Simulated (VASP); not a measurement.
# CsBr (Pm-3m) in VASP: notebook

Aim: see how the results for CsBr move with the level of theory and the settings. Levels: HSE06, PBE0. Tasks: single point.

All numbers are computed with VASP 6.6.1; they aren't measurements. Logs are shortened: lines on timing, memory, paths and dates and some standing lists are left out, and cuts for length are marked.

## 1. The cell of the first run

It takes space group Pm-3m (No. 221, cubic). The conventional cell has a = 4.320 Å, b = 4.320 Å, c = 4.320 Å, α = 90.00°, β = 90.00°, γ = 90.00°. Cs (site symmetry m-3m) has 8 Br at 3.74 Å and 6 Cs at 4.32 Å within 4.9 Å. Br (site symmetry m-3m) has 8 Cs at 3.74 Å and 6 Br at 4.32 Å within 4.9 Å.

## 2. Single point, HSE06

The input, POSCAR:

```
CsBr
1.0
    4.3199575724      0.0000000000      0.0000000000
    0.0000000000      4.3199575724      0.0000000000
    0.0000000000      0.0000000000      4.3199575724
Cs Br
1 1
Direct
    0.0000000000      0.0000000000      0.0000000000
    0.5000000000      0.5000000000      0.5000000000
```

The input, INCAR.step1:

```
  ALGO = Normal
  EDIFF = 1E-5
  ENCUT = 400
  GGA = PE
  GGA_COMPAT = F
  ISIF = 2
  ISMEAR = 0
  LASPH = T
  LCHARG = F
  LREAL = F
  LWAVE = T
  NBANDS = 15
  NELM = 120
  PREC = Accurate
  SIGMA = 0.01
```

The input, INCAR.step2:

```
  ALGO = Normal
  EDIFF = 1E-6
  ENCUT = 400
  GGA = PE
  GGA_COMPAT = F
  HFSCREEN = 0.2079
  ISIF = 2
  ISMEAR = 0
  ISTART = 1
  LASPH = T
  LCHARG = F
  LHFCALC = T
  LREAL = F
  LWAVE = F
  NBANDS = 15
  NELM = 120
  PREC = Accurate
  PRECFOCK = Normal
  SIGMA = 0.01
```

The input, KPOINTS:

```
k-points
0
Gamma
  4 4 4
```

Potentials or basis: VASP PAW PBE potentials, release 64 (Cs_sv, Br).

Launch:

```console
$ cat potpaw_PBE.64/Cs_sv/POTCAR potpaw_PBE.64/Br/POTCAR > POTCAR
$ cp INCAR.step1 INCAR
$ mpirun -np 1 vasp_std > vasp.out
$ cp INCAR.step2 INCAR
$ mpirun -np 1 vasp_std > vasp.out
```

OUTCAR:

```text
EDIFF = 1E-6
   ENCUT = 400
   GGA = PE
   HFSCREEN = 0.2079
   ISIF = 2
   ISMEAR = 0
   ISTART = 1
   LASPH = T
   LHFCALC = T
   LREAL = F
   NELM = 120
   PREC = Accurate
   PRECFOCK = Normal

 ion  position               nearest neighbor table
   1  0.000  0.000  0.000-
   2  0.500  0.500  0.500-

  LATTYP: Found a simple cubic cell.
 ALAT       =     4.3199575724

  Lattice vectors:

 A1 = (   4.3199575724,   0.0000000000,   0.0000000000)
 A2 = (   0.0000000000,   4.3199575724,   0.0000000000)
 A3 = (   0.0000000000,   0.0000000000,   4.3199575724)

Analysis of symmetry for initial positions (statically):
=====================================================================
 Subroutine PRICEL returns:
 Original cell was already a primitive cell.

 Routine SETGRP: Setting up the symmetry group for a
 simple cubic supercell.

 Subroutine GETGRP returns: Found 48 space group operations
 (whereof 48 operations were pure point group operations)
 out of a pool of 48 trial point group operations.

The static configuration has the point symmetry O_h .

Analysis of symmetry for dynamics (positions and initial velocities):
=====================================================================
 Subroutine PRICEL returns:
 Original cell was already a primitive cell.

 Routine SETGRP: Setting up the symmetry group for a
 simple cubic supercell.

 Subroutine GETGRP returns: Found 48 space group operations
 (whereof 48 operations were pure point group operations)
 out of a pool of 48 trial point group operations.

The dynamic configuration has the point symmetry O_h .

 Subroutine INISYM returns: Found 48 space group operations
 (whereof 48 operations are pure point group operations),
 and found     1 'primitive' translations

----------------------------------------------------------------------------------------

                                     Primitive cell

  volume of cell :      80.6192

  direct lattice vectors                    reciprocal lattice vectors
     4.319957572  0.000000000  0.000000000     0.231483755  0.000000000  0.000000000
     0.000000000  4.319957572  0.000000000     0.000000000  0.231483755  0.000000000
     0.000000000  0.000000000  4.319957572     0.000000000  0.000000000  0.231483755

  length of vectors
     4.319957572  4.319957572  4.319957572     0.231483755  0.231483755  0.231483755

  position of ions in fractional coordinates (direct lattice)
     0.000000000  0.000000000  0.000000000
     0.500000000  0.500000000  0.500000000

  ion indices of the primitive-cell ions
   primitive index   ion index
                 1           1
                 2           2

----------------------------------------------------------------------------------------

 KPOINTS: k-points

Automatic generation of k-mesh.
 Grid dimensions read from file:
 generate k-points for:    4    4    4

 Generating k-lattice:

  Cartesian coordinates                     Fractional coordinates (reciprocal lattice)
     0.057870939  0.000000000  0.000000000     0.250000000  0.000000000  0.000000000
     0.000000000  0.057870939  0.000000000     0.000000000  0.250000000  0.000000000
     0.000000000  0.000000000  0.057870939     0.000000000  0.000000000  0.250000000

  Length of vectors
     0.057870939  0.057870939  0.057870939

  Shift w.r.t. Gamma in fractional coordinates (k-lattice)
     0.000000000  0.000000000  0.000000000

 Subroutine IBZKPT returns following result:
 ===========================================

 Found     10 irreducible k-points:

 Following reciprocal coordinates:
            Coordinates               Weight
  0.000000  0.000000  0.000000      1.000000
  0.250000  0.000000  0.000000      6.000000
  0.500000  0.000000  0.000000      3.000000
  0.250000  0.250000  0.000000     12.000000
  0.500000  0.250000  0.000000     12.000000
  0.500000  0.500000  0.000000      3.000000
  0.250000  0.250000  0.250000      8.000000
  0.500000  0.250000  0.250000     12.000000
  0.500000  0.500000  0.250000      6.000000
  0.500000  0.500000  0.500000      1.000000
   k-points           NKPTS =     10   k-points in BZ     NKDIM =     64   number of bands    NBANDS=     15
   number of dos      NEDOS =    301   number of ions     NIONS =      2
   total plane-waves  NPLWV =  21952
   dimension x,y,z NGX =    28 NGY =   28 NGZ =   28
   dimension x,y,z NGXF=    56 NGYF=   56 NGZF=   56
   ions per type =               1   1
   NGX,Y,Z   is equivalent  to a cutoff of  10.78, 10.78, 10.78 a.u.
   NGXF,Y,Z  is equivalent  to a cutoff of  21.55, 21.55, 21.55 a.u.
 SYSTEM =  unknown system
   PREC   = accura    normal or accurate (medium, high low for compatibility)
   ISTART =      1    job   : 0-new  1-cont  2-samecut
   ICHARG =      0    charge: 1-file 2-atom 10-const
   ISPIN  =      1    spin polarized calculation?
   LNONCOLLINEAR =      F non collinear calculations
   LSORBIT =      F    spin-orbit coupling
   LASPH  =      T    aspherical Exc in radial PAW
   ENCUT  =  400.0 eV  29.40 Ry    5.42 a.u.   7.04  7.04  7.04*2*pi/ulx,y,z
   NELM   =    120;   NELMIN=  2; NELMDL=  0     # of ELM steps
   EDIFF  = 0.1E-05   stopping-criterion for ELM
   LREAL  =      F    real-space projection
   EDIFFG = 0.1E-04   stopping-criterion for IOM
   NSW    =      0    number of steps for IOM
   IBRION =     -1    ionic relax: 0-MD 1-quasi-New 2-CG
   NFREE  =      0    steps in history (QN), initial steepest desc. (CG)
   ISIF   =      2    stress and relaxation
   ISYM   =      3    0-nonsym 1-usesym 2-fastsym
   POTIM  = 0.5000    time-step for ionic-motion
   TEBEG  =    0.0;   TEEND  =   0.0 temperature during run
   PSTRESS=    0.0 pullay stress
   NELECT =      16.0000    total number of electrons
   NUPDOWN=      -1.0000    fix difference up-down
   EMIN   =  10.00;   EMAX   =-10.00  energy-range for DOS
   EFERMI =   0.00;   METHOD = LEGACY
   ISMEAR =     0;   SIGMA  =   0.01  broadening in eV -4-tet -1-fermi 0-gaus
   EFERMI_NEDOS =   21; number of points for ismear=-14 and -15
   IALGO  =     38    algorithm
   IMIX   =      1    mixing-type and parameters
     AMIX     =   0.40;   BMIX     =  1.00
     AMIX_MAG =   1.60;   BMIX_MAG =  1.00
  volume/ion in A,a.u.               =      40.31       272.02
  Fermi-wavevector in a.u.,A,eV,Ry     =   0.954924  1.804544 12.406871  0.911879
  Thomas-Fermi vector in A             =   2.083715
   LORBIT       =      0    0 simple, 1 ext, 2 COOP (PROOUT), +10 PAW based schemes
   GGA     = PE    functional components
   LHFCALC =     T    Hartree Fock is set to
   PRECFOCK=normal    Normal, Fast or Accurate (Low or Medium for compatibility)
   ENCUT4O =  -1.0   cutoff for four orbital integrals eV
   NKREDX  =     1    reduce k-point grid by
   NKREDY  =     1    reduce k-point grid by
   NKREDZ  =     1    reduce k-point grid by
   AEXX    =    0.2500 exact exchange contribution
   HFSCREEN=    0.2079 screening length (either q_TF or 0.3 A-1)
   HFSCREENC=   0.2079 screening length for correlation (either q_TF or 0.3 A-1)
   ENCUTFOCK=  -1.0 apply spherical cutoff to Coloumb kernel
   IVDW    =     0    specifies the selected vdW correction
   LEPSILON=     F    determine dielectric tensor
   LRPA    =     F    only Hartree local field effects (RPA)
 non-spin polarized calculation
 Gauss-broadening in eV      SIGMA  =   0.01
  energy-cutoff  :      400.00
  volume of cell :       80.62
 maximum number of plane-waves:      1492
  NGX = 24; NGY = 24; NGZ = 24

 number of electron      16.0000004 magnetization

 Free energy of the ion-electron system (eV)
  ---------------------------------------------------
  ext. energy  EPLUGINS =         0.00000000
  ---------------------------------------------------
  free energy    TOTEN  =        -6.99904751 eV

  energy without entropy =       -6.99904751  energy(sigma->0) =       -6.99904751

 E-fermi :  -1.1760     XC(G=0):  -6.6685

 val. band max:       -1.2564739924   @ k =   0.5000   0.5000   0.0000
 cond. band min:       4.3389336378   @ k =   0.0000   0.0000   0.0000
 fundamental gap:      5.5954076303
 Fermi energy:        -1.1760494925

 k-point     1 :       0.0000    0.0000    0.0000
  band No.  band energies     occupation
      1     -22.3915      2.00000
      2     -14.6345      2.00000
      3      -7.9783      2.00000
      4      -7.9783      2.00000
      5      -7.9783      2.00000
      6      -1.2624      2.00000
      7      -1.2624      2.00000
      8      -1.2624      2.00000
      9       4.3389      0.00000
     10       4.8240      0.00000
     11       4.8240      0.00000
     12       9.2010      0.00000
     13       9.2010      0.00000
     14       9.2010      0.00000
     15      12.1475      0.00000

 k-point     2 :       0.2500    0.0000    0.0000
  band No.  band energies     occupation
      1     -22.3644      2.00000
      2     -14.6395      2.00000
      3      -8.1734      2.00000
      4      -7.9249      2.00000
      5      -7.9249      2.00000
      6      -2.0064      2.00000
      7      -1.3594      2.00000
      8      -1.3594      2.00000
      9       5.2279      0.00000
     10       5.6383      0.00000
     11       6.0910      0.00000
     12       8.9438      0.00000
     13       8.9438      0.00000
     14       9.5199      0.00000
     15       9.8322      0.00000

 k-point     3 :       0.5000    0.0000    0.0000
  band No.  band energies     occupation
      1     -22.3369      2.00000
      2     -14.6467      2.00000
      3      -8.3465      2.00000
      4      -7.8697      2.00000
      5      -7.8697      2.00000
      6      -2.5954      2.00000
      7      -1.4605      2.00000
      8      -1.4605      2.00000
      9       5.8858      0.00000
     10       7.2083      0.00000
     11       7.6056      0.00000
     12       8.2635      0.00000
     13       8.9363      0.00000
     14       8.9363      0.00000
     15       9.9644      0.00000

 k-point     4 :       0.2500    0.2500    0.0000
  band No.  band energies     occupation
      1     -22.3392      2.00000
      2     -14.6129      2.00000
      3      -8.2820      2.00000
      4      -8.1222      2.00000
      5      -7.8823      2.00000
      6      -2.0400      2.00000
      7      -1.6171      2.00000
      8      -1.3586      2.00000
      9       5.6728      0.00000
     10       6.0210      0.00000
     11       6.9228      0.00000
     12       7.9992      0.00000
     13       8.6066      0.00000
     14       9.2005      0.00000
     15      10.3365      0.00000
[... 55 lines left out ...]
 k-point     8 :       0.5000    0.2500    0.2500
  band No.  band energies     occupation
      1     -22.2914      2.00000
      2     -14.5363      2.00000
      3      -8.4583      2.00000
      4      -8.2110      2.00000
      5      -8.1293      2.00000
      6      -2.1673      2.00000
      7      -1.9914      2.00000
      8      -1.5962      2.00000
      9       6.5135      0.00000
     10       6.7283      0.00000
     11       7.0679      0.00000
     12       8.0226      0.00000
     13       8.6485      0.00000
     14       9.4895      0.00000
     15      11.6813      0.00000

 k-point     9 :       0.5000    0.5000    0.2500
  band No.  band energies     occupation
      1     -22.2688      2.00000
      2     -14.4841      2.00000
      3      -8.4704      2.00000
      4      -8.4704      2.00000
      5      -8.0998      2.00000
      6      -2.1581      2.00000
      7      -2.1581      2.00000
      8      -1.9145      2.00000
      9       6.6108      0.00000
     10       6.8070      0.00000
     11       7.5454      0.00000
     12       7.5454      0.00000
     13      10.2501      0.00000
     14      10.2501      0.00000
     15      11.4139      0.00000

 k-point    10 :       0.5000    0.5000    0.5000
  band No.  band energies     occupation
      1     -22.2469      2.00000
      2     -14.4424      2.00000
      3      -8.3703      2.00000
      4      -8.3703      2.00000
      5      -8.3703      2.00000
      6      -2.4446      2.00000
      7      -2.4446      2.00000
      8      -2.4446      2.00000
      9       8.3136      0.00000
     10       8.3136      0.00000
     11       8.3136      0.00000
     12       9.0474      0.00000
     13       9.0474      0.00000
     14       9.0474      0.00000
     15      11.5235      0.00000

------------------------ aborting loop because EDIFF is reached ----------------------------------------

  FORCE on cell =-STRESS in cart. coord.  units (eV):
  Direction    XX          YY          ZZ          XY          YZ          ZX
  --------------------------------------------------------------------------------------
  -------------------------------------------------------------------------------------
  Total        0.1748533      0.1748533      0.1748533     -0.0000000      0.0000000      0.0000000
  in kB        3.4749289      3.4749289      3.4749289     -0.0000000      0.0000000      0.0000000
  external PRESSURE =       3.4749289 kB  Pullay stress =       0.0000000 kB

 VOLUME and BASIS-vectors are now :
 -----------------------------------------------------------------------------
  energy-cutoff  :      400.00
  volume of cell :       80.62
      direct lattice vectors                 reciprocal lattice vectors
     4.319957572  0.000000000  0.000000000     0.231483755  0.000000000  0.000000000
     0.000000000  4.319957572  0.000000000     0.000000000  0.231483755  0.000000000
     0.000000000  0.000000000  4.319957572     0.000000000  0.000000000  0.231483755

 POSITION                                       TOTAL-FORCE (eV/Angst)
 -----------------------------------------------------------------------------------
      0.00000      0.00000      0.00000         0.000000      0.000000      0.000000
      2.15998      2.15998      2.15998         0.000000      0.000000      0.000000
 -----------------------------------------------------------------------------------
    total drift:                                0.000001      0.000002      0.000001

  FREE ENERGIE OF THE ION-ELECTRON SYSTEM (eV)
  ---------------------------------------------------
  free  energy   TOTEN  =        -6.9990475139 eV

  energy  without entropy=       -6.9990475139  energy(sigma->0) =       -6.99904751
```

Run time: 2 min. Hardware: 1 thread of Intel Xeon 6975P-C (Granite Rapids), shared host; peak memory 0.26 GiB.

Results:

| Quantity | Value |
| --- | --- |
| Free energy | -6.9990 eV |
| Pressure | 0.3 GPa |
| Band gap on the k mesh | 5.60 eV, indirect (least direct gap 5.60 eV) |

Levels at points of the mesh, in eV from the valence-band top:
| k point | band 4 | band 5 | band 6 | band 7 | band 8 | band 9 | band 10 | band 11 | band 12 | band 13 |
| --- | --- | --- | --- | --- | --- | --- | --- | --- | --- | --- |
| (0.00, 0.00, 0.00) | -6.72 | -6.72 | -0.01 | -0.01 | -0.01 | 5.60 | 6.08 | 6.08 | 10.46 | 10.46 |
| (0.50, 0.00, 0.00) | -6.61 | -6.61 | -1.34 | -0.20 | -0.20 | 7.14 | 8.46 | 8.86 | 9.52 | 10.19 |
| (0.50, 0.50, 0.00) | -7.31 | -6.55 | -0.61 | -0.61 | 0.00 | 6.42 | 6.67 | 8.48 | 8.48 | 12.31 |
| (0.50, 0.50, 0.50) | -7.11 | -7.11 | -1.19 | -1.19 | -1.19 | 9.57 | 9.57 | 9.57 | 10.30 | 10.30 |

Caveat: the PAW data sets were made with another functional, which shifts forces and pressure a little; spin-orbit coupling is left out, which moves the levels of the heavy elements.

## 3. Single point, PBE0

POSCAR is that of step 2.

The input, INCAR.step1:

```
ALGO = Normal ; EDIFF = 1E-5
ENCUT = 400 ; GGA = PE
GGA_COMPAT = F ; ISIF = 2
ISMEAR = 0 ; LASPH = T
LCHARG = F ; LREAL = F
LWAVE = T ; NBANDS = 15
NELM = 120 ; PREC = Accurate
SIGMA = 0.01
```

The input, INCAR.step2:

```
AEXX = 0.25 ; ALGO = Normal
EDIFF = 1E-6 ; ENCUT = 400
GGA = PE ; GGA_COMPAT = F
ISIF = 2 ; ISMEAR = 0
ISTART = 1 ; LASPH = T
LCHARG = F ; LHFCALC = T
LREAL = F ; LWAVE = F
NBANDS = 15 ; NELM = 120
PREC = Accurate ; PRECFOCK = Normal
SIGMA = 0.01
```

KPOINTS is that of step 2.

Potentials or basis: VASP PAW PBE potentials, release 64 (Cs_sv, Br).

Launch:

```console
$ cat potpaw_PBE.64/Cs_sv/POTCAR potpaw_PBE.64/Br/POTCAR > POTCAR
$ cp INCAR.step1 INCAR
$ mpirun -np 1 vasp_std > vasp.out
$ cp INCAR.step2 INCAR
$ mpirun -np 1 vasp_std > vasp.out
```

Wall time 2.5 min (1 thread of Intel Xeon 6975P-C (Granite Rapids), shared host); peak memory 0.16 GiB.

Results (log left out):

```
Free energy            : -7.5286 eV
Pressure               : 0.2 GPa
Band gap on the k mesh : 6.31 eV, indirect (least direct gap 6.32 eV)
```

Levels at points of the mesh, in eV from the valence-band top:
| k point | band 5 | band 6 | band 7 | band 8 | band 9 | band 10 | band 11 | band 12 |
| --- | --- | --- | --- | --- | --- | --- | --- | --- |
| (0.00, 0.00, 0.00) | -6.73 | -0.01 | -0.01 | -0.01 | 6.31 | 6.82 | 6.82 | 11.23 |
| (0.50, 0.00, 0.00) | -6.62 | -1.37 | -0.21 | -0.21 | 7.90 | 9.23 | 9.60 | 10.26 |
| (0.50, 0.50, 0.00) | -6.56 | -0.62 | -0.62 | 0.00 | 7.16 | 7.41 | 9.24 | 9.24 |
| (0.50, 0.50, 0.50) | -7.13 | -1.21 | -1.21 | -1.21 | 10.34 | 10.34 | 10.34 | 11.06 |

Caveat: the PAW data sets were made with another functional, which shifts forces and pressure a little; spin-orbit coupling is left out, which moves the levels of the heavy elements.
